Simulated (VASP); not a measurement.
# Cu (P6_3/mmc) in VASP: notebook, part 3 of 3

VASP 6.6.1. The steps go on from the part before.

## Step 5: Single point, PBE0

This run uses another cell than the first one, of 12.12 Å³/atom.

POSCAR

```
Cu
1.0
    2.5837974578      0.0000000000      0.0000000000
   -1.2918987289      2.2376342367      0.0000000000
    0.0000000000      0.0000000000      4.1932301247
Cu
2
Direct
    0.6666666667      0.3333333333      0.7500000000
    0.3333333333      0.6666666667      0.2500000000
```

INCAR.step1

```
SYSTEM = Cu
PREC     = Accurate       ! precision mode
ENCUT    = 520            ! plane-wave cutoff, eV
EDIFF    = 1E-5           ! SCF threshold, eV
ISMEAR   = -1             ! smearing method
SIGMA    = 0.05           ! smearing width, eV
LREAL    = .False.        ! projectors in reciprocal space
LASPH    = .True.         ! aspherical terms in the spheres
NELM     = 100            ! most SCF steps
ALGO     = Normal         ! electronic algorithm
ISIF     = 2              ! what is computed and relaxed
LWAVE    = .True.         ! write WAVECAR
LCHARG   = .False.        ! write CHGCAR
NBANDS   = 18             ! bands
GGA      = PE             ! functional
```

INCAR.step2

```
SYSTEM = Cu
PREC     = Accurate       ! precision mode
ENCUT    = 520            ! plane-wave cutoff, eV
EDIFF    = 1E-7           ! SCF threshold, eV
ISMEAR   = -1             ! smearing method
SIGMA    = 0.05           ! smearing width, eV
LREAL    = .False.        ! projectors in reciprocal space
LASPH    = .True.         ! aspherical terms in the spheres
NELM     = 100            ! most SCF steps
ALGO     = Normal         ! electronic algorithm
ISIF     = 2              ! what is computed and relaxed
LWAVE    = .False.        ! write WAVECAR
LCHARG   = .False.        ! write CHGCAR
GGA      = PE             ! functional
LHFCALC  = .True.         ! exact exchange
AEXX     = 0.25           ! exact-exchange fraction
PRECFOCK = Normal       
NBANDS   = 18             ! bands
ISTART   = 1
```

KPOINTS

```
Automatic mesh
0
Gamma
  6 6 4
  0 0 0
```

Potentials or basis: VASP PAW PBE potentials, release 64 (Cu).

Command:

```
$ cat potpaw_PBE.64/Cu/POTCAR > POTCAR
$ cp INCAR.step1 INCAR
$ mpirun -np 1 vasp_std > vasp.out
$ cp INCAR.step2 INCAR
$ mpirun -np 1 vasp_std > vasp.out
```

OUTCAR:

```text
SYSTEM = Cu
   PREC = Accurate
   ENCUT = 520
   EDIFF = 1E-7
   ISMEAR = -1
   LREAL = .False.
   LASPH = .True.
   NELM = 100
   ISIF = 2
   GGA = PE
   LHFCALC = .True.
   AEXX = 0.25
   PRECFOCK = Normal
   ISTART = 1

 ion  position               nearest neighbor table
   1  0.667  0.333  0.750-   2 2.57   2 2.57   2 2.57   2 2.57   2 2.57   2 2.57
   2  0.333  0.667  0.250-   1 2.57   1 2.57   1 2.57   1 2.57   1 2.57   1 2.57

  LATTYP: Found a hexagonal cell.
 ALAT       =     2.5837974578
 C/A-ratio  =     1.6228942838

  Lattice vectors:

 A1 = (   2.5837974578,   0.0000000000,   0.0000000000)
 A2 = (  -1.2918987289,   2.2376342367,   0.0000000000)
 A3 = (   0.0000000000,   0.0000000000,   4.1932301247)

Analysis of symmetry for initial positions (statically):
=====================================================================
 Subroutine PRICEL returns:
 Original cell was already a primitive cell.

 Routine SETGRP: Setting up the symmetry group for a
 hexagonal supercell.

 Subroutine GETGRP returns: Found 24 space group operations
 (whereof 12 operations were pure point group operations)
 out of a pool of 24 trial point group operations.

The static configuration has the point symmetry D_3d.
 The point group associated with its full space group is D_6h.

Analysis of symmetry for dynamics (positions and initial velocities):
=====================================================================
 Subroutine PRICEL returns:
 Original cell was already a primitive cell.

 Routine SETGRP: Setting up the symmetry group for a
 hexagonal supercell.

 Subroutine GETGRP returns: Found 24 space group operations
 (whereof 12 operations were pure point group operations)
 out of a pool of 24 trial point group operations.

The dynamic configuration has the point symmetry D_3d.
 The point group associated with its full space group is D_6h.

 Subroutine INISYM returns: Found 24 space group operations
 (whereof 12 operations are pure point group operations),
 and found     1 'primitive' translations
[... 116 lines left out ...]
   GGA     = PE    functional components
   LHFCALC =     T    Hartree Fock is set to
   PRECFOCK=normal    Normal, Fast or Accurate (Low or Medium for compatibility)
   ENCUT4O =  -1.0   cutoff for four orbital integrals eV
   NKREDX  =     1    reduce k-point grid by
   NKREDY  =     1    reduce k-point grid by
   NKREDZ  =     1    reduce k-point grid by
   AEXX    =    0.2500 exact exchange contribution
   HFSCREEN=    0.0000 screening length (either q_TF or 0.3 A-1)
   HFSCREENC=   0.0000 screening length for correlation (either q_TF or 0.3 A-1)
   ENCUTFOCK=  -1.0 apply spherical cutoff to Coloumb kernel
   IVDW    =     0    specifies the selected vdW correction
   LEPSILON=     F    determine dielectric tensor
   LRPA    =     F    only Hartree local field effects (RPA)
 non-spin polarized calculation
  energy-cutoff  :      520.00
  volume of cell :       24.24
 maximum number of plane-waves:       668
 NGX is ok and might be reduce to    20
  NGX = 16; NGY = 16; NGZ = 24

 number of electron      22.0000017 magnetization

 Free energy of the ion-electron system (eV)
  ---------------------------------------------------
  ext. energy  EPLUGINS =         0.00000000
  ---------------------------------------------------
  free energy    TOTEN  =        -7.67981508 eV

  energy without entropy =       -7.67503272  energy(sigma->0) =       -7.67742390

 E-fermi :   6.4407     XC(G=0):  -9.7927

 val. band max:        6.3207652047   @ k =   0.3333   0.1667   0.2500
 cond. band min:       7.1411895801   @ k =   0.5000   0.0000   0.0000
 fundamental gap:      0.8204243754
 Fermi energy:         6.4406669764

 k-point     1 :       0.0000    0.0000    0.0000
  band No.  band energies     occupation
      1      -3.5392      2.00000
      2       0.3610      2.00000
      3       2.2905      2.00000
      4       2.3271      2.00000
      5       2.3271      2.00000
      6       2.5369      2.00000
[... 418 lines left out ...]
      5       2.1473      2.00000
      6       2.1473      2.00000
[... 10 lines left out ...]
     17      28.9207      0.00000
     18      28.9207      0.00000

------------------------ aborting loop because EDIFF is reached ----------------------------------------

  FORCE on cell =-STRESS in cart. coord.  units (eV):
  Direction    XX          YY          ZZ          XY          YZ          ZX
  --------------------------------------------------------------------------------------
  -------------------------------------------------------------------------------------
  Total        0.1306233      0.1306233     -0.2952299      0.0000000      0.0000000      0.0000000
  in kB        8.6324687      8.6324687    -19.5107843      0.0000000      0.0000000      0.0000000
  external PRESSURE =      -0.7486156 kB  Pullay stress =       0.0000000 kB

 VOLUME and BASIS-vectors are now :
 -----------------------------------------------------------------------------
  energy-cutoff  :      520.00
  volume of cell :       24.24
      direct lattice vectors                 reciprocal lattice vectors
     2.583797458  0.000000000  0.000000000     0.387027240  0.223450281  0.000000000
    -1.291898729  2.237634237  0.000000000     0.000000000  0.446900563  0.000000000
     0.000000000  0.000000000  4.193230125     0.000000000  0.000000000  0.238479637

 POSITION                                       TOTAL-FORCE (eV/Angst)
 -----------------------------------------------------------------------------------
      1.29190      0.74588      3.14492        -0.000000      0.000000      0.000000
     -0.00000      1.49176      1.04831         0.000000     -0.000000      0.000000
 -----------------------------------------------------------------------------------
    total drift:                               -0.000000     -0.000000     -0.000000

  FREE ENERGIE OF THE ION-ELECTRON SYSTEM (eV)
  ---------------------------------------------------
  free  energy   TOTEN  =        -7.6798150756 eV

  energy  without entropy=       -7.6750327226  energy(sigma->0) =       -7.67742390
```

OUTCAR.step1:

```text
SYSTEM = Cu
   PREC = Accurate
   ENCUT = 520
   EDIFF = 1E-5
   ISMEAR = -1
   LREAL = .False.
[... 660 lines left out ...]
      1.29190      0.74588      3.14492         0.000000     -0.000000      0.000000
     -0.00000      1.49176      1.04831        -0.000000      0.000000      0.000000
 -----------------------------------------------------------------------------------
    total drift:                               -0.000000      0.000000     -0.000000

  FREE ENERGIE OF THE ION-ELECTRON SYSTEM (eV)
  ---------------------------------------------------
  free  energy   TOTEN  =        -7.3915807536 eV

  energy  without entropy=       -7.3781478923  energy(sigma->0) =       -7.38486432
```

Run time: 26 min. Hardware: 1 thread of Intel Xeon Platinum 8488C (Sapphire Rapids), shared host; peak memory 0.15 GiB.

Results:

```
Free energy            : -7.6798 eV
Pressure               : -0.1 GPa
Band gap on the k mesh : zero (bands 11 and 12 overlap by 8.59 eV)
```

Caveat: the k points lie up to 0.47 Å⁻¹ apart, too coarse for converged energies and pressures of a metal; the PAW data sets were made with another functional, which shifts forces and pressure a little.

## Step 6: Overview

```csv
level,potentials or basis,cell,k mesh,cutoff (eV),smearing,dipole correction,grid for exact exchange (PRECFOCK),share of exact exchange,tolerance level,purpose,gap on the mesh (eV),pressure (GPa)
r2SCAN,"VASP PAW PBE potentials, release 64 (Cu_sv_GW)","a = 2.500, b = 2.500, c = 4.057 Å, angles 90.0, 90.0, 120.0°, 2 atoms",12 × 12 × 7,770,fermi-dirac 0.05 eV,no,-,-,-,-,none,3.9
r2SCAN0,"VASP PAW PBE potentials, release 64 (Cu)","a = 2.551, b = 2.551, c = 4.140 Å, angles 90.0, 90.0, 120.0°, 2 atoms",6 × 6 × 4,520,fermi-dirac 0.05 eV,no,Normal,0.25,-,-,none,1.4
PBE,"VASP PAW PBE potentials, release 64 (Cu)","a = 2.534, b = 2.534, c = 4.113 Å, angles 90.0, 90.0, 120.0°, 2 atoms",15 × 15 × 8,400,methfessel-paxton 0.1 eV,-,-,-,tight,restart,none,7.0
PBE0,"VASP PAW PBE potentials, release 64 (Cu)","a = 2.584, b = 2.584, c = 4.193 Å, angles 90.0, 90.0, 120.0°, 2 atoms",6 × 6 × 4,520,fermi-dirac 0.05 eV,no,Normal,0.25,-,-,none,-0.1
```

Alike in all rows: task single point; no spin polarisation.

Caveats: some runs use coarse meshes; the PAW data sets were made with another functional, which shifts forces and pressure a little (at least some runs); the cell stands under pressure (at least some runs).

Absolute energies hang on the potentials; compare differences alone.
